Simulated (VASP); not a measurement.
# Cs (P2_1/c) in VASP: single point with PBE

Aim: the single point of Cs with PBE.

Program: VASP 6.6.1. These are calculated values, not measurements. Logs are shortened: lines on timing, memory, paths and dates and some standing lists are left out, and cuts for length are marked.

### Step 1. The cell of the first run

The typed cell holds 6 atoms: a = 10.236 Å, b = 8.667 Å, c = 8.664 Å, α = 90.00°, β = 114.56°, γ = 90.00°.

### Step 2. Single point, PBE

File INCAR:

```
SYSTEM = Cs
PREC = Accurate ; ENCUT = 520
EDIFF = 1E-7 ; ISMEAR = 0
SIGMA = 0.1 ; LREAL = .False.
LASPH = .True. ; NELM = 100
ALGO = Normal ; ISIF = 2
LWAVE = .False. ; LCHARG = .False.
GGA = PE ; NBANDS = 36
```

File KPOINTS:

```
Automatic mesh
0
Gamma
  6 4 4
  0 0 0
```

File POSCAR:

```
Cs
1.0
   10.2206524500      0.0000000000      0.5623374057
    0.0000000000      8.6668090622      0.0000000000
   -4.0284614375      0.0000000000      7.6703010187
Cs
6
Direct
    0.0000000000      0.0000000000      0.0000000000
    0.0000000000      0.5000000000      0.5000000000
    0.3333086489      0.5000676051      0.1666834929
    0.6666913511      1.0000676051      0.3333165071
    0.6666913511      0.4999323949      0.8333165071
    0.3333086489     -0.0000676051      0.6666834929
```

Potentials or basis: VASP PAW PBE potentials, release 64 (Cs_sv).

Started as:

```
$ cat potpaw_PBE.64/Cs_sv/POTCAR > POTCAR
$ mpirun -np 1 vasp_std > vasp.out
```

OUTCAR:

```text
SYSTEM = Cs
   PREC = Accurate
   ENCUT = 520
   EDIFF = 1E-7
   ISMEAR = 0
   LREAL = .False.
   LASPH = .True.
   NELM = 100
   ISIF = 2
   GGA = PE

 ion  position               nearest neighbor table
   1  0.000  0.000  0.000-
   2  0.000  0.500  0.500-
   3  0.333  0.500  0.167-
   4  0.667  0.000  0.333-
   5  0.667  0.500  0.833-
   6  0.333  1.000  0.667-

  LATTYP: Found a simple monoclinic cell.
 ALAT       =     8.6638339822
 B/A-ratio  =     1.0003433907
 C/A-ratio  =     1.1814758459
 COS(beta)  =    -0.4156355440

  Lattice vectors:

 A1 = (  -4.0284614375,   0.0000000000,   7.6703010187)
 A2 = (   0.0000000000,  -8.6668090622,   0.0000000000)
 A3 = (  10.2206524500,   0.0000000000,   0.5623374057)

Analysis of symmetry for initial positions (statically):
=====================================================================
 Subroutine PRICEL returns:
 Original cell was already a primitive cell.

 Routine SETGRP: Setting up the symmetry group for a
 simple monoclinic supercell.

 Subroutine GETGRP returns: Found  4 space group operations
 (whereof  2 operations were pure point group operations)
 out of a pool of  4 trial point group operations.

The static configuration has the point symmetry S_2 .
 The point group associated with its full space group is C_2h.

Analysis of symmetry for dynamics (positions and initial velocities):
=====================================================================
 Subroutine PRICEL returns:
 Original cell was already a primitive cell.

 Routine SETGRP: Setting up the symmetry group for a
 simple monoclinic supercell.

 Subroutine GETGRP returns: Found  4 space group operations
 (whereof  2 operations were pure point group operations)
 out of a pool of  4 trial point group operations.

The dynamic configuration has the point symmetry S_2 .
 The point group associated with its full space group is C_2h.

 Subroutine INISYM returns: Found  4 space group operations
 (whereof  2 operations are pure point group operations),
 and found     1 'primitive' translations

----------------------------------------------------------------------------------------

                                     Primitive cell

  volume of cell :     699.0721

  direct lattice vectors                    reciprocal lattice vectors
    10.220652450  0.000000000  0.562337406     0.095093250  0.000000000  0.049943215
     0.000000000  8.666809062  0.000000000     0.000000000  0.115382720  0.000000000
    -4.028461437  0.000000000  7.670301019    -0.006971629  0.000000000  0.126711463

  length of vectors
    10.236110583  8.666809062  8.663833982     0.107410665  0.115382720  0.126903106

  position of ions in fractional coordinates (direct lattice)
     0.000000000  0.000000000  0.000000000
     0.000000000  0.500000000  0.500000000
     0.333308649  0.500067605  0.166683493
     0.666691351  0.000067605  0.333316507
     0.666691351  0.499932395  0.833316507
     0.333308649  0.999932395  0.666683493

  ion indices of the primitive-cell ions
   primitive index   ion index
                 1           1
                 2           2
                 3           3
                 4           4
                 5           5
                 6           6

----------------------------------------------------------------------------------------

 KPOINTS: Automatic mesh

Automatic generation of k-mesh.
 Grid dimensions read from file:
 generate k-points for:    6    4    4

 Generating k-lattice:

  Cartesian coordinates                     Fractional coordinates (reciprocal lattice)
     0.015848875  0.000000000  0.008323869     0.166666667  0.000000000  0.000000000
     0.000000000  0.028845680  0.000000000     0.000000000  0.250000000  0.000000000
    -0.001742907  0.000000000  0.031677866     0.000000000  0.000000000  0.250000000

  Length of vectors
     0.017901778  0.028845680  0.031725777

  Shift w.r.t. Gamma in fractional coordinates (k-lattice)
     0.000000000  0.000000000  0.000000000

 Subroutine IBZKPT returns following result:
 ===========================================

 Found     42 irreducible k-points:

 Following reciprocal coordinates:
            Coordinates               Weight
  0.000000  0.000000  0.000000      1.000000
  0.166667  0.000000  0.000000      2.000000
  0.333333  0.000000  0.000000      2.000000
  0.500000  0.000000  0.000000      1.000000
  0.000000  0.250000  0.000000      2.000000
  0.166667  0.250000  0.000000      4.000000
[... 16 lines left out ...]
 -0.333333  0.250000  0.250000      4.000000
 -0.166667  0.250000  0.250000      4.000000
 [... further k-points ...]
   k-points           NKPTS =     42   k-points in BZ     NKDIM =     42   number of bands    NBANDS=     36
   number of dos      NEDOS =    301   number of ions     NIONS =      6
   total plane-waves  NPLWV = 327680
   dimension x,y,z NGX =    80 NGY =   64 NGZ =   64
   dimension x,y,z NGXF=   160 NGYF=  128 NGZF=  128
   ions per type =               6
   NGX,Y,Z   is equivalent  to a cutoff of  12.99, 12.28, 12.28 a.u.
   NGXF,Y,Z  is equivalent  to a cutoff of  25.99, 24.55, 24.56 a.u.
 SYSTEM =  Cs
   PREC   = accura    normal or accurate (medium, high low for compatibility)
   ISTART =      0    job   : 0-new  1-cont  2-samecut
   ICHARG =      2    charge: 1-file 2-atom 10-const
   ISPIN  =      1    spin polarized calculation?
   LNONCOLLINEAR =      F non collinear calculations
   LSORBIT =      F    spin-orbit coupling
   LASPH  =      T    aspherical Exc in radial PAW
   ENCUT  =  520.0 eV  38.22 Ry    6.18 a.u.  19.03 16.11 16.11*2*pi/ulx,y,z
   NELM   =    100;   NELMIN=  2; NELMDL= -5     # of ELM steps
   EDIFF  = 0.1E-06   stopping-criterion for ELM
   LREAL  =      F    real-space projection
   EDIFFG = 0.1E-05   stopping-criterion for IOM
   NSW    =      0    number of steps for IOM
   IBRION =     -1    ionic relax: 0-MD 1-quasi-New 2-CG
   NFREE  =      0    steps in history (QN), initial steepest desc. (CG)
   ISIF   =      2    stress and relaxation
   ISYM   =      2    0-nonsym 1-usesym 2-fastsym
   POTIM  = 0.5000    time-step for ionic-motion
   TEBEG  =    0.0;   TEEND  =   0.0 temperature during run
   PSTRESS=    0.0 pullay stress
   NELECT =      54.0000    total number of electrons
   NUPDOWN=      -1.0000    fix difference up-down
   EMIN   =  10.00;   EMAX   =-10.00  energy-range for DOS
   EFERMI =   0.00;   METHOD = LEGACY
   ISMEAR =     0;   SIGMA  =   0.10  broadening in eV -4-tet -1-fermi 0-gaus
   EFERMI_NEDOS =   21; number of points for ismear=-14 and -15
   IALGO  =     38    algorithm
   IMIX   =      4    mixing-type and parameters
     AMIX     =   0.40;   BMIX     =  1.00
     AMIX_MAG =   1.60;   BMIX_MAG =  1.00
  volume/ion in A,a.u.               =     116.51       786.26
  Fermi-wavevector in a.u.,A,eV,Ry     =   0.697213  1.317541  6.613872  0.486106
  Thomas-Fermi vector in A             =   1.780478
   LORBIT       =      0    0 simple, 1 ext, 2 COOP (PROOUT), +10 PAW based schemes
   GGA     = PE    functional components
   LHFCALC =     F    Hartree Fock is set to
   AEXX    =    0.0000 exact exchange contribution
   IVDW    =     0    specifies the selected vdW correction
   LEPSILON=     F    determine dielectric tensor
   LRPA    =     F    only Hartree local field effects (RPA)
 non-spin polarized calculation
 Gauss-broadening in eV      SIGMA  =   0.10
  energy-cutoff  :      520.00
  volume of cell :      699.07
 maximum number of plane-waves:     18858
 NGX is ok and might be reduce to    80
   NGX = 39   NGY = 33   NGZ = 33

 number of electron      54.0000005 magnetization

 Free energy of the ion-electron system (eV)
  ---------------------------------------------------
  ext. energy  EPLUGINS =         0.00000000
  ---------------------------------------------------
  free energy    TOTEN  =        -5.12736861 eV

  energy without entropy =       -5.09343341  energy(sigma->0) =       -5.11040101

 E-fermi :   0.4258     XC(G=0):  -5.3744

 val. band max:        0.4199642336   @ k =   0.5000   0.0000   0.5000
 cond. band min:       0.4347774804   @ k =   0.5000   0.2500   0.5000
 fundamental gap:      0.0148132468
 Fermi energy:         0.4257700294

 k-point     1 :       0.0000    0.0000    0.0000
  band No.  band energies     occupation
      1     -23.4442      2.00000
      2     -23.4379      2.00000
      3     -23.4376      2.00000
      4     -23.4376      2.00000
      5     -23.4356      2.00000
      6     -23.4356      2.00000
[... 28 lines left out ...]
     35       1.4834      0.00000
     36       1.6168      0.00000

 k-point     2 :       0.1667    0.0000    0.0000
  band No.  band energies     occupation
      1     -23.4438      2.00000
      2     -23.4379      2.00000
      3     -23.4377      2.00000
      4     -23.4376      2.00000
      5     -23.4373      2.00000
      6     -23.4342      2.00000
[... 28 lines left out ...]
     35       1.4697      0.00000
     36       1.7868      0.00000

 k-point     3 :       0.3333    0.0000    0.0000
  band No.  band energies     occupation
      1     -23.4428      2.00000
      2     -23.4393      2.00000
      3     -23.4378      2.00000
      4     -23.4378      2.00000
      5     -23.4376      2.00000
      6     -23.4333      2.00000
[... 28 lines left out ...]
     35       1.4712      0.00000
     36       1.7960      0.00000

 k-point     4 :       0.5000    0.0000    0.0000
  band No.  band energies     occupation
      1     -23.4412      2.00000
      2     -23.4412      2.00000
      3     -23.4379      2.00000
      4     -23.4377      2.00000
      5     -23.4377      2.00000
      6     -23.4330      2.00000
[... 28 lines left out ...]
     35       1.6172      0.00000
     36       1.6174      0.00000

 k-point     5 :       0.0000    0.2500    0.0000
  band No.  band energies     occupation
      1     -23.4433      2.00000
      2     -23.4388      2.00000
      3     -23.4373      2.00000
      4     -23.4373      2.00000
      5     -23.4359      2.00000
      6     -23.4359      2.00000
[... 655 lines left out ...]
 k-point    22 :       0.5000    0.2500    0.2500
  band No.  band energies     occupation
      1     -23.4410      2.00000
      2     -23.4393      2.00000
      3     -23.4380      2.00000
      4     -23.4379      2.00000
      5     -23.4378      2.00000
      6     -23.4345      2.00000
[... 28 lines left out ...]
     35       1.7576      0.00000
     36       1.7725      0.00000

 k-point    23 :      -0.3333    0.2500    0.2500
  band No.  band energies     occupation
      1     -23.4419      2.00000
      2     -23.4380      2.00000
      3     -23.4379      2.00000
      4     -23.4379      2.00000
      5     -23.4379      2.00000
      6     -23.4350      2.00000
[... 28 lines left out ...]
     35       1.5939      0.00000
     36       1.7773      0.00000

 k-point    24 :      -0.1667    0.2500    0.2500
  band No.  band energies     occupation
      1     -23.4424      2.00000
      2     -23.4381      2.00000
      3     -23.4379      2.00000
      4     -23.4378      2.00000
      5     -23.4366      2.00000
      6     -23.4358      2.00000
[... 28 lines left out ...]
     35       1.6027      0.00000
     36       1.7863      0.00000

 [... further k-points ...]
[... 5 lines left out ...]
  --------------------------------------------------------------------------------------
  -------------------------------------------------------------------------------------
  Total        0.0184633     -0.0289522     -0.0509725      0.0000000      0.0000000     -0.0122414
  in kB        0.0423154     -0.0663545     -0.1168221      0.0000000      0.0000000     -0.0280556
  external PRESSURE =      -0.0469537 kB  Pullay stress =       0.0000000 kB

 VOLUME and BASIS-vectors are now :
 -----------------------------------------------------------------------------
  energy-cutoff  :      520.00
  volume of cell :      699.07
      direct lattice vectors                 reciprocal lattice vectors
    10.220652450  0.000000000  0.562337406     0.095093250  0.000000000  0.049943215
     0.000000000  8.666809062  0.000000000     0.000000000  0.115382720  0.000000000
    -4.028461437  0.000000000  7.670301019    -0.006971629  0.000000000  0.126711463

 POSITION                                       TOTAL-FORCE (eV/Angst)
 -----------------------------------------------------------------------------------
      0.00000      0.00000      0.00000        -0.000000      0.000000     -0.000000
     -2.01423      4.33340      3.83515         0.000000      0.000000     -0.000000
      2.73515      4.33399      1.46594         0.000150     -0.000121      0.000024
      5.47127      0.00059      2.93154        -0.000150     -0.000121     -0.000024
      3.45704      4.33282      6.76669        -0.000150      0.000121     -0.000024
      0.72092      8.66622      5.30109         0.000150      0.000121      0.000024
 -----------------------------------------------------------------------------------
    total drift:                               -0.000000      0.000000      0.000000

  FREE ENERGIE OF THE ION-ELECTRON SYSTEM (eV)
  ---------------------------------------------------
  free  energy   TOTEN  =        -5.1273686078 eV

  energy  without entropy=       -5.0934334071  energy(sigma->0) =       -5.11040101
```

Wall time 15 min (1 thread of Intel Xeon Platinum 8375C at 2.90GHz (Ice Lake), shared host); peak memory 1.1 GiB.

What came out:

```yaml
Free_energy: -5.1274 eV
Pressure: 0.0 GPa
Band_gap_on_the_k_mesh: zero (band 27 reaches 1.03 eV, above the bottom of band 28 at -0.10 eV)
```

Caveat: spin-orbit coupling is left out, which moves the levels of the heavy elements.
